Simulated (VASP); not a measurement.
# CaF2 (sol) (Fm-3m) in VASP: notebook, part 2 of 2

VASP 6.6.1. Earlier steps stand in the parts before.

### Step 3. Single point, PBEsol

This run uses another cell than the first one, of 13.27 Å³/atom, 0.977 times its volume.

INCAR

```
SYSTEM = CaF2
PREC     = Accurate       ! precision mode
ENCUT    = 600            ! plane-wave cutoff, eV
EDIFF    = 1E-6           ! SCF threshold, eV
ISMEAR   = 0              ! smearing method
SIGMA    = 0.02           ! smearing width, eV
LREAL    = .FALSE.        ! projectors in reciprocal space
LASPH    = .TRUE.         ! aspherical terms in the spheres
NELM     = 120            ! most SCF steps
ALGO     = Normal         ! electronic algorithm
ISIF     = 2              ! what is computed and relaxed
LWAVE    = .FALSE.        ! write WAVECAR
LCHARG   = .FALSE.        ! write CHGCAR
GGA      = PS             ! functional
NBANDS   = 19             ! bands
GGA_COMPAT= .FALSE.
```

KPOINTS

```
Automatic mesh
0
G
  8 8 8
  0 0 0
```

POSCAR

```
CaF2
1.0
    0.0000000000      2.7101721594      2.7101721594
    2.7101721594      0.0000000000      2.7101721594
    2.7101721594      2.7101721594      0.0000000000
Ca F
1 2
Direct
    0.0000000000      0.0000000000      0.0000000000
    0.2500000000      0.2500000000      0.2500000000
    0.7500000000      0.7500000000      0.7500000000
```

Potentials or basis: VASP PAW PBE potentials, release 64 (Ca_sv, F).

Command:

```sh
$ cat potpaw_PBE.64/Ca_sv/POTCAR potpaw_PBE.64/F/POTCAR > POTCAR
$ mpirun -np 1 vasp_std > vasp.out
```

OUTCAR:

```text
SYSTEM = CaF2
   PREC = Accurate
   ENCUT = 600
   EDIFF = 1E-6
   ISMEAR = 0
   LREAL = .FALSE.
   LASPH = .TRUE.
   NELM = 120
   ISIF = 2
   GGA = PS

 ion  position               nearest neighbor table
   1  0.000  0.000  0.000-   3 2.35   3 2.35   3 2.35   2 2.35   3 2.35   2 2.35   2 2.35   2 2.35

   2  0.250  0.250  0.250-   1 2.35   1 2.35   1 2.35   1 2.35
   3  0.750  0.750  0.750-   1 2.35   1 2.35   1 2.35   1 2.35

  LATTYP: Found a face centered cubic cell.
 ALAT       =     5.4203443188

  Lattice vectors:

 A1 = (   0.0000000000,   2.7101721594,   2.7101721594)
 A2 = (   2.7101721594,   0.0000000000,   2.7101721594)
 A3 = (   2.7101721594,   2.7101721594,   0.0000000000)

Analysis of symmetry for initial positions (statically):
=====================================================================
 Subroutine PRICEL returns:
 Original cell was already a primitive cell.

 Routine SETGRP: Setting up the symmetry group for a
 face centered cubic supercell.

 Subroutine GETGRP returns: Found 48 space group operations
 (whereof 48 operations were pure point group operations)
 out of a pool of 48 trial point group operations.

The static configuration has the point symmetry O_h .

Analysis of symmetry for dynamics (positions and initial velocities):
=====================================================================
 Subroutine PRICEL returns:
 Original cell was already a primitive cell.

 Routine SETGRP: Setting up the symmetry group for a
 face centered cubic supercell.

 Subroutine GETGRP returns: Found 48 space group operations
 (whereof 48 operations were pure point group operations)
 out of a pool of 48 trial point group operations.

The dynamic configuration has the point symmetry O_h .

 Subroutine INISYM returns: Found 48 space group operations
 (whereof 48 operations are pure point group operations),
 and found     1 'primitive' translations

[... 115 lines left out ...]
     AMIX     =   0.40;   BMIX     =  1.00
     AMIX_MAG =   1.60;   BMIX_MAG =  1.00
  volume/ion in A,a.u.               =      13.27        89.56
  Fermi-wavevector in a.u.,A,eV,Ry     =   1.382945  2.613388 26.021659  1.912538
  Thomas-Fermi vector in A             =   2.507589
   LORBIT       =      0    0 simple, 1 ext, 2 COOP (PROOUT), +10 PAW based schemes
   GGA     = PS    functional components
   LHFCALC =     F    Hartree Fock is set to
   AEXX    =    0.0000 exact exchange contribution
   IVDW    =     0    specifies the selected vdW correction
   LEPSILON=     F    determine dielectric tensor
   LRPA    =     F    only Hartree local field effects (RPA)
 non-spin polarized calculation
 Gauss-broadening in eV      SIGMA  =   0.02
  energy-cutoff  :      600.00
  volume of cell :       39.81
 maximum number of plane-waves:      1363
   NGX = 15   NGY = 15   NGZ = 15

 number of electron      23.9999987 magnetization

 Free energy of the ion-electron system (eV)
  ---------------------------------------------------
  ext. energy  EPLUGINS =         0.00000000
  ---------------------------------------------------
  free energy    TOTEN  =       -17.90445566 eV

  energy without entropy =      -17.90445566  energy(sigma->0) =      -17.90445566

 E-fermi :  -0.8349     XC(G=0): -10.0167

 val. band max:       -0.9623245146   @ k =   0.5000   0.5000   0.0000
 cond. band min:       6.2639377603   @ k =   0.0000   0.0000   0.0000
 fundamental gap:      7.2262622749
 Fermi energy:        -0.8349360766

 k-point     1 :       0.0000    0.0000    0.0000
  band No.  band energies     occupation
      1     -36.6633      2.00000
      2     -20.8425      2.00000
      3     -20.0166      2.00000
      4     -17.6878      2.00000
      5     -17.6878      2.00000
      6     -17.6878      2.00000
[... 505 lines left out ...]
      6     -17.2507      2.00000
[... 11 lines left out ...]
     18      11.5949      0.00000
     19      13.3628      0.00000

 [... further k-points ...]

------------------------ aborting loop because EDIFF is reached ----------------------------------------

  FORCE on cell =-STRESS in cart. coord.  units (eV):
  Direction    XX          YY          ZZ          XY          YZ          ZX
  --------------------------------------------------------------------------------------
  -------------------------------------------------------------------------------------
  Total        0.0706851      0.0706851      0.0706851      0.0000000      0.0000000     -0.0000000
  in kB        2.8445763      2.8445763      2.8445763      0.0000000      0.0000000     -0.0000000
  external PRESSURE =       2.8445763 kB  Pullay stress =       0.0000000 kB

 VOLUME and BASIS-vectors are now :
 -----------------------------------------------------------------------------
  energy-cutoff  :      600.00
  volume of cell :       39.81
      direct lattice vectors                 reciprocal lattice vectors
     0.000000000  2.710172159  2.710172159    -0.184490125  0.184490125  0.184490125
     2.710172159  0.000000000  2.710172159     0.184490125 -0.184490125  0.184490125
     2.710172159  2.710172159  0.000000000     0.184490125  0.184490125 -0.184490125

 POSITION                                       TOTAL-FORCE (eV/Angst)
 -----------------------------------------------------------------------------------
      0.00000      0.00000      0.00000         0.000000      0.000000      0.000000
      1.35509      1.35509      1.35509         0.000000      0.000000      0.000000
      4.06526      4.06526      4.06526        -0.000000     -0.000000     -0.000000
 -----------------------------------------------------------------------------------
    total drift:                                0.000000     -0.000000      0.000000

  FREE ENERGIE OF THE ION-ELECTRON SYSTEM (eV)
  ---------------------------------------------------
  free  energy   TOTEN  =       -17.9044556642 eV

  energy  without entropy=      -17.9044556642  energy(sigma->0) =      -17.90445566
```

OSZICAR:

```text
N       E                     dE             d eps       ncg     rms          rms(c)
DAV:   1     0.230999576665E+03    0.23100E+03   -0.14635E+04  1102   0.142E+03
DAV:   2    -0.651402801915E+01   -0.23751E+03   -0.23078E+03  1301   0.371E+02
DAV:   3    -0.185896505920E+02   -0.12076E+02   -0.12016E+02  1239   0.881E+01
DAV:   4    -0.189819892826E+02   -0.39234E+00   -0.39144E+00  1707   0.125E+01
DAV:   5    -0.189850205169E+02   -0.30312E-02   -0.30311E-02  1241   0.122E+00    0.736E+00
DAV:   6    -0.179071843965E+02    0.10778E+01   -0.43525E+00  1180   0.147E+01    0.298E+00
DAV:   7    -0.178923616145E+02    0.14823E-01   -0.10417E-01  1280   0.328E+00    0.168E+00
DAV:   8    -0.179016599185E+02   -0.92983E-02   -0.34168E-02  1220   0.206E+00    0.216E-01
DAV:   9    -0.179036326824E+02   -0.19728E-02   -0.68197E-03  1342   0.601E-01    0.128E-01
DAV:  10    -0.179044438453E+02   -0.81116E-03   -0.16228E-03  1158   0.327E-01    0.200E-02
DAV:  11    -0.179044513401E+02   -0.74948E-05   -0.49241E-05  1296   0.646E-02    0.734E-03
DAV:  12    -0.179044558528E+02   -0.45128E-05   -0.92829E-06  1292   0.270E-02    0.327E-03
DAV:  13    -0.179044556642E+02    0.18867E-06   -0.22729E-06  1197   0.115E-02
   1 F= -.17904456E+02 E0= -.17904456E+02  d E =-.158921E-21
```

Run time: 15 s. Hardware: 1 thread of AMD EPYC 9R45 (Zen 5), shared host; peak memory 0.15 GiB.

What came out:

| Item | Value |
| --- | --- |
| Free energy | -17.9045 eV |
| Pressure | 0.3 GPa |
| Band gap on the k mesh | 7.23 eV, indirect (least direct gap 7.49 eV) |

Levels at points of the mesh, in eV from the valence-band top:
```
           k point  band 9  band 10  band 11  band 12  band 13  band 14  band 15  band 16
(0.00, 0.00, 0.00)   -2.22    -0.26    -0.26    -0.26     7.23     9.21     9.21    11.41
(0.50, 0.00, 0.00)   -1.34    -1.29    -0.86    -0.86     9.45     9.45     9.85    10.65
(0.50, 0.50, 0.00)   -1.70    -0.39    -0.39     0.00     8.08     9.60    10.20    11.02
```

Caveat: the PAW data sets were made with another functional, which shifts forces and pressure a little. A k mesh can miss the band edges.
